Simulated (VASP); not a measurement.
# LaZrIn3 (P1) in VASP: single point with r2SCAN

Aim: the single point of LaZrIn3 with r2SCAN.

Everything below comes from runs of VASP 6.6.1. Logs are shortened: lines on timing, memory, paths and dates and some standing lists are left out, and cuts for length are marked.

### Step 1. The cell of the first run

The typed cell holds 5 atoms: a = 4.623 Å, b = 4.649 Å, c = 7.046 Å, α = 72.68°, β = 72.96°, γ = 92.64°.

### Step 2. Single point, r2SCAN

The input, POSCAR:

```
LaZrIn3
1.0
   -0.1070195800      4.6212952100      0.0516322800
    4.6474192400     -0.1070195800      0.0449861200
    2.2096247900      2.1876135800     -6.3227062200
La In Zr
1 3 1
Direct
    0.9611110000      0.0141960000      0.0272310000
    0.6385000000      0.6066540000      0.7782770000
    0.4168230000      0.4076160000      0.1904930000
    0.7500130000      0.2504430000      0.5144420000
    0.2160070000      0.7812120000      0.4918180000
```

The input, INCAR.step1:

```
SYSTEM = LaZrIn3
PREC = Accurate
ENCUT = 520
ISMEAR = 0
SIGMA = 0.0146
LREAL = .FALSE.
LASPH = .TRUE.
NELM = 100
NBANDS = 39
GGA = PE
ALGO = Normal
EDIFF = 1E-4
LWAVE = .TRUE.
LCHARG = .FALSE.
```

The input, INCAR.step2:

```
SYSTEM = LaZrIn3
PREC = Accurate
ENCUT = 520
EDIFF = 1E-7
ISMEAR = 0
SIGMA = 0.0146
LREAL = .FALSE.
LASPH = .TRUE.
NELM = 100
ALGO = Normal
ISIF = 2
LWAVE = .FALSE.
LCHARG = .TRUE.
METAGGA = R2SCAN
LMIXTAU = .TRUE.
LELF = .TRUE.
LVHAR = .TRUE.
NBANDS = 39
ISTART = 1
```

The input, KPOINTS:

```
Automatic mesh
0
Gamma
  4 4 3
  0 0.5 0
```

Potentials or basis: VASP PAW PBE potentials, release 64 (La, In_d, Zr_sv).

Run with:

```
> cat potpaw_PBE.64/La/POTCAR potpaw_PBE.64/In_d/POTCAR potpaw_PBE.64/Zr_sv/POTCAR > POTCAR
> cp INCAR.step1 INCAR
> mpirun -np 1 vasp_std > vasp.out
> cp INCAR.step2 INCAR
> mpirun -np 1 vasp_std > vasp.out
```

OUTCAR:

```text
SYSTEM = LaZrIn3
   PREC = Accurate
   ENCUT = 520
   EDIFF = 1E-7
   ISMEAR = 0
   LREAL = .FALSE.
   LASPH = .TRUE.
   NELM = 100
   ISIF = 2
   METAGGA = R2SCAN
   ISTART = 1

 ion  position               nearest neighbor table
   1  0.961  0.014  0.027-   3 3.31   3 3.37   3 3.38   2 3.45   2 3.48   5 3.68   2 3.68   3 3.71
                             4 3.78
   2  0.639  0.607  0.778-   3 2.63   5 2.74   4 2.80   4 2.94   5 3.17   1 3.45   1 3.48   1 3.68

   3  0.417  0.408  0.190-   2 2.63   5 2.96   4 3.05   5 3.09   4 3.15   1 3.31   1 3.37   1 3.38
                             1 3.71
   4  0.750  0.250  0.514-   2 2.80   2 2.94   3 3.05   5 3.14   5 3.14   3 3.15   5 3.29   5 3.57
                             1 3.78
   5  0.216  0.781  0.492-   2 2.74   3 2.96   3 3.09   4 3.14   4 3.14   2 3.17   4 3.29   4 3.57
                             1 3.68

  LATTYP: Found a triclinic cell.
 ALAT       =     4.6488689521
 B/A-ratio  =     1.4423611828
 C/A-ratio  =     1.5519512181
 COS(alpha) =     0.0007787049
 COS(beta)  =     0.3241392181
 COS(gamma) =     0.7250541290

  Lattice vectors:

 A1 = (  -4.6474192400,   0.1070195800,  -0.0449861200)
 A2 = (  -4.7544388200,   4.7283147900,   0.0066461600)
 A3 = (  -2.3307748700,  -2.3266620500,  -6.4193246200)

Analysis of symmetry for initial positions (statically):
=====================================================================
 Subroutine PRICEL returns:
 Original cell was already a primitive cell.

 Routine SETGRP: Setting up the symmetry group for a
 triclinic supercell.

 Subroutine GETGRP returns: Found  1 space group operations
 (whereof  1 operations were pure point group operations)
 out of a pool of  2 trial point group operations.

The static configuration has the point symmetry C_1 .

Analysis of symmetry for dynamics (positions and initial velocities):
=====================================================================
 Subroutine PRICEL returns:
 Original cell was already a primitive cell.

 Routine SETGRP: Setting up the symmetry group for a
 triclinic supercell.

 Subroutine GETGRP returns: Found  1 space group operations
 (whereof  1 operations were pure point group operations)
 out of a pool of  2 trial point group operations.

The dynamic configuration has the point symmetry C_1 .

 Subroutine INISYM returns: Found  1 space group operations
 (whereof  1 operations are pure point group operations),
 and found     1 'primitive' translations

----------------------------------------------------------------------------------------

                                     Primitive cell

  volume of cell :     136.7280

  direct lattice vectors                    reciprocal lattice vectors
    -0.107019580  4.621295210  0.051632280     0.004229135  0.215637393  0.076087054
     4.647419240 -0.107019580  0.044986120     0.214528436  0.004114486  0.076395809
     2.209624790  2.187613580 -6.322706220     0.001560908  0.001790206 -0.156995227

  length of vectors
     4.622822569  4.648868952  7.045900144     0.228706385  0.227762372  0.157013193

  position of ions in fractional coordinates (direct lattice)
     0.961111000  0.014196000  0.027231000
     0.638500000  0.606654000  0.778277000
     0.416823000  0.407616000  0.190493000
     0.750013000  0.250443000  0.514442000
     0.216007000  0.781212000  0.491818000

  ion indices of the primitive-cell ions
   primitive index   ion index
                 1           1
                 2           2
                 3           3
                 4           4
                 5           5

----------------------------------------------------------------------------------------

 KPOINTS: Automatic mesh

Automatic generation of k-mesh.
 Grid dimensions read from file:
 generate k-points for:    4    4    3

 Generating k-lattice:

  Cartesian coordinates                     Fractional coordinates (reciprocal lattice)
     0.001057284  0.053909348  0.019021764     0.250000000 -0.000000000  0.000000000
     0.053632109  0.001028621  0.019098952    -0.000000000  0.250000000 -0.000000000
     0.000520303  0.000596735 -0.052331742     0.000000000  0.000000000  0.333333333

  Length of vectors
     0.057176596  0.056940593  0.052337731

  Shift w.r.t. Gamma in fractional coordinates (k-lattice)
     0.000000000  0.500000000  0.000000000

 Subroutine IBZKPT returns following result:
 ===========================================

 Found     24 irreducible k-points:

 Following reciprocal coordinates:
            Coordinates               Weight
 -0.000000  0.125000  0.000000      2.000000
  0.250000  0.125000  0.000000      2.000000
  0.500000  0.125000  0.000000      2.000000
 -0.250000  0.125000  0.000000      2.000000
  0.000000  0.375000 -0.000000      2.000000
  0.250000  0.375000 -0.000000      2.000000
[... 16 lines left out ...]
  0.500000 -0.125000  0.333333      2.000000
 -0.250000 -0.125000  0.333333      2.000000
   k-points           NKPTS =     24   k-points in BZ     NKDIM =     24   number of bands    NBANDS=     39
   number of dos      NEDOS =    301   number of ions     NIONS =      5
   total plane-waves  NPLWV =  69984
   dimension x,y,z NGX =    36 NGY =   36 NGZ =   54
   dimension x,y,z NGXF=    72 NGYF=   72 NGZF=  108
   ions per type =               1   3   1
   NGX,Y,Z   is equivalent  to a cutoff of  12.95, 12.87, 12.74 a.u.
   NGXF,Y,Z  is equivalent  to a cutoff of  25.89, 25.75, 25.48 a.u.
 SYSTEM =  LaZrIn3
   PREC   = accura    normal or accurate (medium, high low for compatibility)
   ISTART =      1    job   : 0-new  1-cont  2-samecut
   ICHARG =      0    charge: 1-file 2-atom 10-const
   ISPIN  =      1    spin polarized calculation?
   LNONCOLLINEAR =      F non collinear calculations
   LSORBIT =      F    spin-orbit coupling
   LASPH  =      T    aspherical Exc in radial PAW
   ENCUT  =  520.0 eV  38.22 Ry    6.18 a.u.   8.60  8.64 13.10*2*pi/ulx,y,z
   NELM   =    100;   NELMIN=  2; NELMDL=  0     # of ELM steps
   EDIFF  = 0.1E-06   stopping-criterion for ELM
   LREAL  =      F    real-space projection
   EDIFFG = 0.1E-05   stopping-criterion for IOM
   NSW    =      0    number of steps for IOM
   IBRION =     -1    ionic relax: 0-MD 1-quasi-New 2-CG
   NFREE  =      0    steps in history (QN), initial steepest desc. (CG)
   ISIF   =      2    stress and relaxation
   ISYM   =      2    0-nonsym 1-usesym 2-fastsym
   POTIM  = 0.5000    time-step for ionic-motion
   TEBEG  =    0.0;   TEEND  =   0.0 temperature during run
   PSTRESS=    0.0 pullay stress
   NELECT =      62.0000    total number of electrons
   NUPDOWN=      -1.0000    fix difference up-down
   EMIN   =  10.00;   EMAX   =-10.00  energy-range for DOS
   EFERMI =   0.00;   METHOD = LEGACY
   ISMEAR =     0;   SIGMA  =   0.01  broadening in eV -4-tet -1-fermi 0-gaus
   EFERMI_NEDOS =   21; number of points for ismear=-14 and -15
   IALGO  =     38    algorithm
   IMIX   =      4    mixing-type and parameters
     AMIX     =   0.40;   BMIX     =  1.00
     AMIX_MAG =   1.60;   BMIX_MAG =  1.00
  volume/ion in A,a.u.               =      27.35       184.54
  Fermi-wavevector in a.u.,A,eV,Ry     =   1.257727  2.376759 21.522732  1.581876
  Thomas-Fermi vector in A             =   2.391371
   LORBIT       =      0    0 simple, 1 ext, 2 COOP (PROOUT), +10 PAW based schemes
   METAGGA = R2SCAN    functional components
   LHFCALC =     F    Hartree Fock is set to
   AEXX    =    0.0000 exact exchange contribution
   IVDW    =     0    specifies the selected vdW correction
   LEPSILON=     F    determine dielectric tensor
   LRPA    =     F    only Hartree local field effects (RPA)
 non-spin polarized calculation
 Gauss-broadening in eV      SIGMA  =   0.01
  energy-cutoff  :      520.00
  volume of cell :      136.73
 maximum number of plane-waves:      3706
 NGX is ok and might be reduce to    36
   NGX = 17   NGY = 17   NGZ = 27

 number of electron      61.9999989 magnetization

 Free energy of the ion-electron system (eV)
  ---------------------------------------------------
  ext. energy  EPLUGINS =         0.00000000
  ---------------------------------------------------
  free energy    TOTEN  =      -121.87069685 eV

  energy without entropy =     -121.87017096  energy(sigma->0) =     -121.87043390

 E-fermi :   8.0224     XC(G=0): -10.9952

 val. band max:        8.0106950851   @ k =   0.5000   0.3750   0.3333
 cond. band min:       8.0313740187   @ k =  -0.0000  -0.1250   0.3333
 fundamental gap:      0.0206789336
 Fermi energy:         8.0224205787

 k-point     1 :      -0.0000    0.1250    0.0000
  band No.  band energies     occupation
      1     -43.0032      2.00000
      2     -26.4009      2.00000
      3     -20.4035      2.00000
      4     -20.3900      2.00000
      5     -20.2658      2.00000
      6      -9.7020      2.00000
[... 31 lines left out ...]
     38       9.9047      0.00000
     39       9.9979      0.00000

 k-point     2 :       0.2500    0.1250    0.0000
  band No.  band energies     occupation
      1     -43.0031      2.00000
      2     -26.3982      2.00000
      3     -20.4056      2.00000
      4     -20.3949      2.00000
      5     -20.2652      2.00000
      6      -9.7070      2.00000
[... 31 lines left out ...]
     38       9.9319      0.00000
     39       9.9663      0.00000

 k-point     3 :       0.5000    0.1250    0.0000
  band No.  band energies     occupation
      1     -43.0029      2.00000
      2     -26.3956      2.00000
      3     -20.4102      2.00000
      4     -20.3967      2.00000
      5     -20.2645      2.00000
      6      -9.7517      2.00000
[... 832 lines left out ...]
 k-point    23 :       0.5000   -0.1250    0.3333
  band No.  band energies     occupation
      1     -43.0029      2.00000
      2     -26.3957      2.00000
      3     -20.4102      2.00000
      4     -20.3967      2.00000
      5     -20.2643      2.00000
      6      -9.7521      2.00000
[... 31 lines left out ...]
     38       9.9017      0.00000
     39       9.9611      0.00000

 k-point    24 :      -0.2500   -0.1250    0.3333
  band No.  band energies     occupation
      1     -43.0030      2.00000
      2     -26.3983      2.00000
      3     -20.4056      2.00000
      4     -20.3950      2.00000
      5     -20.2647      2.00000
      6      -9.7066      2.00000
[... 31 lines left out ...]
     38       9.9512      0.00000
     39       9.9543      0.00000

------------------------ aborting loop because EDIFF is reached ----------------------------------------

  FORCE on cell =-STRESS in cart. coord.  units (eV):
  Direction    XX          YY          ZZ          XY          YZ          ZX
  --------------------------------------------------------------------------------------
  -------------------------------------------------------------------------------------
  Total       -0.6932781     -0.3056507      3.7368700      1.2523653      1.7389797     -0.1609194
  in kB       -8.1238256     -3.5816115     43.7886055     14.6752048     20.3773469     -1.8856514
  external PRESSURE =      10.6943895 kB  Pullay stress =       0.0000000 kB

 VOLUME and BASIS-vectors are now :
 -----------------------------------------------------------------------------
  energy-cutoff  :      520.00
  volume of cell :      136.73
      direct lattice vectors                 reciprocal lattice vectors
    -0.107019580  4.621295210  0.051632280     0.004229135  0.215637393  0.076087054
     4.647419240 -0.107019580  0.044986120     0.214528436  0.004114486  0.076395809
     2.209624790  2.187613580 -6.322706220     0.001560908  0.001790206 -0.156995227

 POSITION                                       TOTAL-FORCE (eV/Angst)
 -----------------------------------------------------------------------------------
      0.02329      4.49963     -0.12191        -0.236993      0.443529      0.248784
      4.47074      4.58834     -4.86056         0.445064     -1.400539      0.143369
      2.27067      2.29936     -1.16457         0.510127     -0.627828     -1.613528
      2.22037      4.56463     -3.20267        -0.273427     -0.332147      0.669598
      4.69424      1.99053     -3.06332        -0.444772      1.916985      0.551778
 -----------------------------------------------------------------------------------
    total drift:                               -0.004605     -0.000265      0.000331

  FREE ENERGIE OF THE ION-ELECTRON SYSTEM (eV)
  ---------------------------------------------------
  free  energy   TOTEN  =      -121.8706968484 eV

  energy  without entropy=     -121.8701709575  energy(sigma->0) =     -121.87043390
```

It took 15 min on 1 thread of Intel Xeon Platinum 8488C (Sapphire Rapids), shared host; peak memory 0.36 GiB.

What came out:

| Property | Result |
| --- | --- |
| Free energy | -121.8707 eV |
| Pressure | 1.1 GPa |
| Largest force | 2.044 eV/Å |
| Band gap on the k mesh | zero (bands 31 and 32 overlap by 0.39 eV) |

Forces in eV/Å, atoms in the order of the input:
```
La  -0.237  0.444  0.249
In   0.445 -1.401  0.143
In   0.510 -0.628 -1.614
In  -0.273 -0.332  0.670
Zr  -0.445  1.917  0.552
```

Caveat: the PAW data sets were made with another functional, which shifts forces and pressure a little; spin-orbit coupling is left out, which moves the levels of the heavy elements.
